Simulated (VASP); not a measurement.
Crystal: PbO2.

```
CELL_PARAMETERS angstrom
3.39936 0.00000 0.00000
0.00000 3.39936 0.00000
0.00000 0.00000 4.95911
ATOMIC_POSITIONS crystal
Pb 0.00000 0.00000 0.00000
Pb 0.50000 0.50000 0.50000
O 0.00000 0.50000 0.30719
O 0.00000 0.50000 0.80719
O 0.50000 0.00000 0.69281
O 0.50000 0.00000 0.19281
```

| Item | Value |
| --- | --- |
| Program | VASP 6.6.1 |
| Task | relaxation of cell and atoms |
| Functional | PBE |
| Potentials or basis | VASP PAW PBE potentials, release 64 (Pb_d, O) |
| Cutoff | 600 eV |
| k mesh | 6 × 6 × 4 |
| Occupations | gaussian, width 0.1 eV |
| Spin | no spin polarisation |

At the start: pressure 107.2 GPa; volume 9.55 Å³/atom.

Where does the relaxation end?

Over 14 steps the energy falls by 950.4 meV/atom and the volume is 13.61 Å³/atom (+42.5 %); space group P4_2/nmc (No. 137, to 0.05 Å).

Step by step:
```csv
step,energy change (eV),largest force (eV/Å),pressure (GPa),volume (Å³)
1,0.0000,1.7866,107.21,57.31
2,0.1249,0.5809,-27.73,128.32
3,-5.5914,0.2657,-4.79,83.46
4,-5.6339,0.2156,-2.05,81.61
5,-5.6438,0.1725,0.26,80.23
6,-5.6425,0.1890,-0.62,80.74
7,-5.6610,0.2199,-0.73,80.95
8,-5.6706,0.2590,-0.79,81.22
9,-5.6848,0.1640,0.85,80.46
10,-5.6863,0.1143,1.70,80.10
11,-5.6953,0.0641,1.20,80.57
12,-5.7008,0.0141,0.49,81.27
13,-5.7009,0.0208,0.47,81.33
14,-5.7023,0.0079,-0.08,81.66
```

Final structure:
```yaml
crystal:
  lattice:
    - [3.78714, 0.00000, 0.00000]
    - [0.00000, 3.78714, 0.00000]
    - [0.00000, 0.00000, 5.69386]
  atoms:
    - { symbol: Pb, position: [0.00000, 0.00000, 0.00000] }
    - { symbol: Pb, position: [0.50000, 0.50000, 0.50000] }
    - { symbol: O, position: [0.00000, 0.50000, 0.31156] }
    - { symbol: O, position: [0.00000, 0.50000, 0.81156] }
    - { symbol: O, position: [0.50000, 0.00000, 0.68844] }
    - { symbol: O, position: [0.50000, 0.00000, 0.18844] }
```

Caveat: the volume moved by over 15 % at a fixed basis, so the end points are rough; the relaxation stopped at a loose force limit of 0.05 eV/Å, so its end isn't a converged minimum.
